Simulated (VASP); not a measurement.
# SnSe (P1) in VASP: single point with r2SCAN

Aim: the single point of SnSe with r2SCAN.

Program: VASP 6.6.1. These are calculated values, not measurements. Logs are shortened: lines on timing, memory, paths and dates and some standing lists are left out, and cuts for length are marked.

**1. The cell of the first run**

The typed cell holds 16 atoms: a = 8.421 Å, b = 8.421 Å, c = 8.421 Å, α = 60.00°, β = 60.00°, γ = 60.00°.

**2. Single point, r2SCAN**

POSCAR

```
SnSe
1.0
    0.0000000000      5.9543950000      5.9543950000
    5.9543950000      0.0000000000      5.9543950000
    5.9543950000      5.9543950000      0.0000000000
Sn Se
8 8
Direct
   -0.0040465068     -0.0119327824      0.0009131910
   -0.0021426190      0.0025508889      0.5003042291
    0.0033585276      0.5017241886     -0.0039851236
   -0.0039553137      0.5058519799      0.4951111742
    0.5012260691     -0.0007663247     -0.0077107750
    0.4972332202      0.0108849010      0.5004313620
    0.4917099050      0.5015150994     -0.0034562705
    0.5091319101      0.5018928875      0.4916043528
    0.2438076412      0.2480371222      0.2497503105
    0.2487741408      0.2453805130      0.7565941628
    0.2498944057      0.7596575303      0.2477213890
    0.2444361686      0.7514347805      0.7599261554
    0.7491990370      0.2526993926      0.2582023866
    0.7502520407      0.2526778959      0.7389998480
    0.7420085500      0.7496669267      0.2461407078
    0.7575787297      0.7556828192      0.7413478615
```

INCAR.step1

```
PREC = Accurate
ENCUT = 520
ISMEAR = -1
SIGMA = 0.02
LREAL = Auto
LASPH = T
NELM = 80
NBANDS = 94
GGA = PE
ALGO = Normal
EDIFF = 1E-4
LWAVE = T
LCHARG = F
```

INCAR.step2

```
PREC = Accurate
ENCUT = 520
EDIFF = 1E-6
ISMEAR = -1
SIGMA = 0.02
LREAL = Auto
LASPH = T
NELM = 80
ALGO = Normal
ISIF = 2
LWAVE = F
LCHARG = T
METAGGA = R2SCAN
LMIXTAU = T
LELF = T
LVHAR = T
NBANDS = 94
ISTART = 1
```

KPOINTS

```
Automatic mesh
0
Gamma
  2 2 2
```

Potentials or basis: VASP PAW PBE potentials, release 64 (Sn_d, Se).

Command:

```
cat potpaw_PBE.64/Sn_d/POTCAR potpaw_PBE.64/Se/POTCAR > POTCAR
cp INCAR.step1 INCAR
mpirun -np 1 vasp_std > vasp.out
cp INCAR.step2 INCAR
mpirun -np 1 vasp_std > vasp.out
```

OUTCAR:

```text
PREC = Accurate
   ENCUT = 520
   EDIFF = 1E-6
   ISMEAR = -1
   LREAL = Auto
   LASPH = T
   NELM = 80
   ISIF = 2
   METAGGA = R2SCAN
   ISTART = 1

 ion  position               nearest neighbor table
   1  0.996  0.988  0.001-  12 2.85  15 2.93  11 2.99  14 3.02  10 3.04  13 3.11
   2  0.998  0.003  0.500-  16 2.90  14 2.91  13 2.92   9 2.93  11 2.95  12 3.01
   3  0.003  0.502  0.996-  12 2.92   9 2.94  10 2.95  15 2.97  16 2.98  13 3.00
   4  0.996  0.506  0.495-  16 2.95  14 2.97  15 3.00   9 3.00  11 3.02  10 3.06
   5  0.501  0.999  0.992-  10 2.91  11 2.92  16 2.95  15 2.95  14 2.99   9 3.01
   6  0.497  0.011  0.500-  10 2.92  13 2.94  16 2.99   9 3.00  12 3.05  15 3.07
[... 8 lines left out ...]
  15  0.742  0.750  0.246-   8 2.86   1 2.93   5 2.95   3 2.97   4 3.00   6 3.07
  16  0.758  0.756  0.741-   2 2.90   5 2.95   4 2.95   3 2.98   6 2.99   7 3.10

  LATTYP: Found a face centered cubic cell.
 ALAT       =    11.9087900000

  Lattice vectors:

 A1 = (   0.0000000000,   5.9543950000,   5.9543950000)
 A2 = (   5.9543950000,   0.0000000000,   5.9543950000)
 A3 = (   5.9543950000,   5.9543950000,   0.0000000000)

Analysis of symmetry for initial positions (statically):
=====================================================================
 Subroutine PRICEL returns:
 Original cell was already a primitive cell.

 Routine SETGRP: Setting up the symmetry group for a
 face centered cubic supercell.

 Subroutine GETGRP returns: Found  1 space group operations
 (whereof  1 operations were pure point group operations)
 out of a pool of 48 trial point group operations.

The static configuration has the point symmetry C_1 .

Analysis of symmetry for dynamics (positions and initial velocities):
=====================================================================
 Subroutine PRICEL returns:
 Original cell was already a primitive cell.

 Routine SETGRP: Setting up the symmetry group for a
 face centered cubic supercell.

 Subroutine GETGRP returns: Found  1 space group operations
 (whereof  1 operations were pure point group operations)
 out of a pool of 48 trial point group operations.

The dynamic configuration has the point symmetry C_1 .

 Subroutine INISYM returns: Found  1 space group operations
 (whereof  1 operations are pure point group operations),
 and found     1 'primitive' translations

----------------------------------------------------------------------------------------

                                     Primitive cell

  volume of cell :     422.2240

  direct lattice vectors                    reciprocal lattice vectors
     0.000000000  5.954395000  5.954395000    -0.083971587  0.083971587  0.083971587
     5.954395000  0.000000000  5.954395000     0.083971587 -0.083971587  0.083971587
     5.954395000  5.954395000  0.000000000     0.083971587  0.083971587 -0.083971587

  length of vectors
     8.420786165  8.420786165  8.420786165     0.145443056  0.145443056  0.145443056

  position of ions in fractional coordinates (direct lattice)
     0.995953493  0.988067218  0.000913191
     0.997857381  0.002550889  0.500304229
     0.003358528  0.501724189  0.996014876
     0.996044686  0.505851980  0.495111174
     0.501226069  0.999233675  0.992289225
     0.497233220  0.010884901  0.500431362
[... 8 lines left out ...]
     0.742008550  0.749666927  0.246140708
     0.757578730  0.755682819  0.741347862

  ion indices of the primitive-cell ions
   primitive index   ion index
                 1           1
                 2           2
                 3           3
                 4           4
                 5           5
                 6           6
[... 8 lines left out ...]
                15          15
                16          16

----------------------------------------------------------------------------------------

 KPOINTS: Automatic mesh

Automatic generation of k-mesh.
 Grid dimensions read from file:
 generate k-points for:    2    2    2

 Generating k-lattice:

  Cartesian coordinates                     Fractional coordinates (reciprocal lattice)
    -0.041985794  0.041985794  0.041985794     0.500000000  0.000000000  0.000000000
     0.041985794 -0.041985794  0.041985794     0.000000000  0.500000000  0.000000000
     0.041985794  0.041985794 -0.041985794     0.000000000  0.000000000  0.500000000

  Length of vectors
     0.072721528  0.072721528  0.072721528

  Shift w.r.t. Gamma in fractional coordinates (k-lattice)
     0.000000000  0.000000000  0.000000000

 Subroutine IBZKPT returns following result:
 ===========================================

 Found      8 irreducible k-points:

 Following reciprocal coordinates:
            Coordinates               Weight
  0.000000  0.000000  0.000000      1.000000
  0.500000  0.000000  0.000000      1.000000
  0.000000  0.500000  0.000000      1.000000
  0.000000  0.000000  0.500000      1.000000
  0.500000  0.500000  0.500000      1.000000
  0.500000  0.500000  0.000000      1.000000
  0.000000  0.500000  0.500000      1.000000
  0.500000  0.000000  0.500000      1.000000
   k-points           NKPTS =      8   k-points in BZ     NKDIM =      8   number of bands    NBANDS=     94
   number of dos      NEDOS =    301   number of ions     NIONS =     16
   total plane-waves  NPLWV = 262144
   dimension x,y,z NGX =    64 NGY =   64 NGZ =   64
   dimension x,y,z NGXF=   128 NGYF=  128 NGZF=  128
   ions per type =               8   8
   NGX,Y,Z   is equivalent  to a cutoff of  12.64, 12.64, 12.64 a.u.
   NGXF,Y,Z  is equivalent  to a cutoff of  25.27, 25.27, 25.27 a.u.
 SYSTEM =  unknown system
   PREC   = accura    normal or accurate (medium, high low for compatibility)
   ISTART =      1    job   : 0-new  1-cont  2-samecut
   ICHARG =      0    charge: 1-file 2-atom 10-const
   ISPIN  =      1    spin polarized calculation?
   LNONCOLLINEAR =      F non collinear calculations
   LSORBIT =      F    spin-orbit coupling
   LASPH  =      T    aspherical Exc in radial PAW
   ENCUT  =  520.0 eV  38.22 Ry    6.18 a.u.  15.66 15.66 15.66*2*pi/ulx,y,z
   NELM   =     80;   NELMIN=  2; NELMDL=  0     # of ELM steps
   EDIFF  = 0.1E-05   stopping-criterion for ELM
   LREAL  =      T    real-space projection
   EDIFFG = 0.1E-04   stopping-criterion for IOM
   NSW    =      0    number of steps for IOM
   IBRION =     -1    ionic relax: 0-MD 1-quasi-New 2-CG
   NFREE  =      0    steps in history (QN), initial steepest desc. (CG)
   ISIF   =      2    stress and relaxation
   ISYM   =      2    0-nonsym 1-usesym 2-fastsym
   POTIM  = 0.5000    time-step for ionic-motion
   TEBEG  =    0.0;   TEEND  =   0.0 temperature during run
   PSTRESS=    0.0 pullay stress
   NELECT =     160.0000    total number of electrons
   NUPDOWN=      -1.0000    fix difference up-down
   EMIN   =  10.00;   EMAX   =-10.00  energy-range for DOS
   EFERMI =   0.00;   METHOD = LEGACY
   ISMEAR =    -1;   SIGMA  =   0.02  broadening in eV -4-tet -1-fermi 0-gaus
   EFERMI_NEDOS =   21; number of points for ismear=-14 and -15
   IALGO  =     38    algorithm
   IMIX   =      4    mixing-type and parameters
     AMIX     =   0.40;   BMIX     =  1.00
     AMIX_MAG =   1.60;   BMIX_MAG =  1.00
  volume/ion in A,a.u.               =      26.39       178.08
  Fermi-wavevector in a.u.,A,eV,Ry     =   1.184679  2.238718 19.095276  1.403463
  Thomas-Fermi vector in A             =   2.320888
   LORBIT       =      0    0 simple, 1 ext, 2 COOP (PROOUT), +10 PAW based schemes
   METAGGA = R2SCAN    functional components
   LHFCALC =     F    Hartree Fock is set to
   AEXX    =    0.0000 exact exchange contribution
   IVDW    =     0    specifies the selected vdW correction
   LEPSILON=     F    determine dielectric tensor
   LRPA    =     F    only Hartree local field effects (RPA)
 non-spin polarized calculation
  energy-cutoff  :      520.00
  volume of cell :      422.22
 maximum number of plane-waves:     11414
 NGX is ok and might be reduce to    64
   NGX = 31   NGY = 31   NGZ = 31

 number of electron     160.0000005 magnetization

 Free energy of the ion-electron system (eV)
  ---------------------------------------------------
  ext. energy  EPLUGINS =         0.00000000
  ---------------------------------------------------
  free energy    TOTEN  =      -319.19802231 eV

  energy without entropy =     -319.19802203  energy(sigma->0) =     -319.19802217

 E-fermi :   6.3209     XC(G=0): -10.3767

 val. band max:        6.0436443544   @ k =   0.0000   0.0000   0.0000
 cond. band min:       6.6000122907   @ k =   0.0000   0.0000   0.0000
 fundamental gap:      0.5563679363
 Fermi energy:         6.3209459528

 k-point     1 :       0.0000    0.0000    0.0000
  band No.  band energies     occupation
      1     -16.5605      2.00000
      2     -16.5580      2.00000
      3     -16.5542      2.00000
      4     -16.5390      2.00000
      5     -16.5355      2.00000
      6     -16.5317      2.00000
[... 84 lines left out ...]
     91       7.2301      0.00000
     92       7.2732      0.00000

 k-point     2 :       0.5000    0.0000    0.0000
  band No.  band energies     occupation
      1     -16.5513      2.00000
      2     -16.5494      2.00000
      3     -16.5472      2.00000
      4     -16.5465      2.00000
      5     -16.5346      2.00000
      6     -16.5307      2.00000
[... 84 lines left out ...]
     91       8.9194      0.00000
     92       8.9402      0.00000

 k-point     3 :       0.0000    0.5000    0.0000
  band No.  band energies     occupation
      1     -16.5538      2.00000
      2     -16.5522      2.00000
      3     -16.5451      2.00000
      4     -16.5376      2.00000
      5     -16.5358      2.00000
      6     -16.5342      2.00000
[... 84 lines left out ...]
     91       8.9040      0.00000
     92       8.9587      0.00000

 k-point     4 :       0.0000    0.0000    0.5000
  band No.  band energies     occupation
      1     -16.5512      2.00000
      2     -16.5490      2.00000
      3     -16.5482      2.00000
      4     -16.5463      2.00000
      5     -16.5332      2.00000
      6     -16.5321      2.00000
[... 84 lines left out ...]
     91       8.8819      0.00000
     92       8.9327      0.00000

 k-point     5 :       0.5000    0.5000    0.5000
  band No.  band energies     occupation
      1     -16.5549      2.00000
      2     -16.5535      2.00000
      3     -16.5479      2.00000
      4     -16.5380      2.00000
      5     -16.5329      2.00000
      6     -16.5300      2.00000
[... 84 lines left out ...]
     91       8.9119      0.00000
     92       8.9466      0.00000

 k-point     6 :       0.5000    0.5000    0.0000
  band No.  band energies     occupation
      1     -16.5506      2.00000
      2     -16.5497      2.00000
      3     -16.5468      2.00000
      4     -16.5447      2.00000
      5     -16.5321      2.00000
      6     -16.5300      2.00000
[... 84 lines left out ...]
     91       8.1758      0.00000
     92       8.2766      0.00000

 k-point     7 :       0.0000    0.5000    0.5000
  band No.  band energies     occupation
      1     -16.5518      2.00000
      2     -16.5480      2.00000
      3     -16.5469      2.00000
      4     -16.5446      2.00000
      5     -16.5326      2.00000
      6     -16.5298      2.00000
[... 84 lines left out ...]
     91       8.1038      0.00000
     92       8.3770      0.00000

 k-point     8 :       0.5000    0.0000    0.5000
  band No.  band energies     occupation
      1     -16.5538      2.00000
      2     -16.5504      2.00000
      3     -16.5430      2.00000
      4     -16.5375      2.00000
      5     -16.5366      2.00000
      6     -16.5328      2.00000
[... 84 lines left out ...]
     91       8.0825      0.00000
     92       8.3580      0.00000
 [bands above 92 left out]

------------------------ aborting loop because EDIFF is reached ----------------------------------------

  FORCE on cell =-STRESS in cart. coord.  units (eV):
  Direction    XX          YY          ZZ          XY          YZ          ZX
  --------------------------------------------------------------------------------------
  -------------------------------------------------------------------------------------
  Total        1.5226623      1.4088392      1.6232612      0.1555077     -0.0911620      0.0291474
  in kB        5.7779166      5.3460017      6.1596505      0.5900919     -0.3459248      0.1106031
  external PRESSURE =       5.7611896 kB  Pullay stress =       0.0000000 kB

 VOLUME and BASIS-vectors are now :
 -----------------------------------------------------------------------------
  energy-cutoff  :      520.00
  volume of cell :      422.22
      direct lattice vectors                 reciprocal lattice vectors
     0.000000000  5.954395000  5.954395000    -0.083971587  0.083971587  0.083971587
     5.954395000  0.000000000  5.954395000     0.083971587 -0.083971587  0.083971587
     5.954395000  5.954395000  0.000000000     0.083971587  0.083971587 -0.083971587

 POSITION                                       TOTAL-FORCE (eV/Angst)
 -----------------------------------------------------------------------------------
      5.88878      5.93574     11.81364         0.197013      0.045510      0.302892
      2.99420      8.92065      5.95683        -0.105830     -0.115707      0.034263
      8.91813      5.95066      3.00746        -0.047491     -0.025904     -0.137359
      5.96013      8.87893      8.94289        -0.088645      0.092315      0.006873
     11.85831      8.89298      8.93433         0.063470     -0.104018     -0.037562
      3.04458      5.94049      3.02554        -0.045996     -0.003046     -0.004982
[... 8 lines left out ...]
      5.92943      5.88383      8.88203         0.093020      0.336228      0.168501
      8.91391      8.92520      9.01056         0.083591     -0.108304     -0.370813
 -----------------------------------------------------------------------------------
    total drift:                               -0.005763      0.012199      0.016608

  FREE ENERGIE OF THE ION-ELECTRON SYSTEM (eV)
  ---------------------------------------------------
  free  energy   TOTEN  =      -319.1980223135 eV

  energy  without entropy=     -319.1980220271  energy(sigma->0) =     -319.19802217
```

It took 18 min on 1 thread of Intel Xeon Platinum 8559C (Emerald Rapids), shared host; peak memory 0.72 GiB.

Results:

```yaml
Free_energy: -319.1980 eV
Pressure: 0.6 GPa
Largest_force: 0.395 eV/Å
Band_gap_on_the_k_mesh: 0.56 eV
```

Forces in eV/Å, atoms in the order of the input:
```
Sn   0.197  0.046  0.303
Sn  -0.106 -0.116  0.034
Sn  -0.047 -0.026 -0.137
Sn  -0.089  0.092  0.007
Sn   0.063 -0.104 -0.038
Sn  -0.046 -0.003 -0.005
Sn   0.046  0.158  0.069
Sn  -0.037 -0.104 -0.274
Se   0.122  0.081  0.340
Se  -0.102 -0.211  0.018
Se  -0.279 -0.115 -0.215
Se  -0.102  0.023  0.116
Se  -0.074 -0.122 -0.069
Se   0.279  0.174  0.054
Se   0.093  0.336  0.169
Se   0.084 -0.108 -0.371
```

Caveat: the k points lie up to 0.46 Å⁻¹ apart; the atoms stand as in a frame of molecular dynamics; the PAW data sets were made with another functional, which shifts forces and pressure a little; spin-orbit coupling is left out, which moves the levels of the heavy elements.
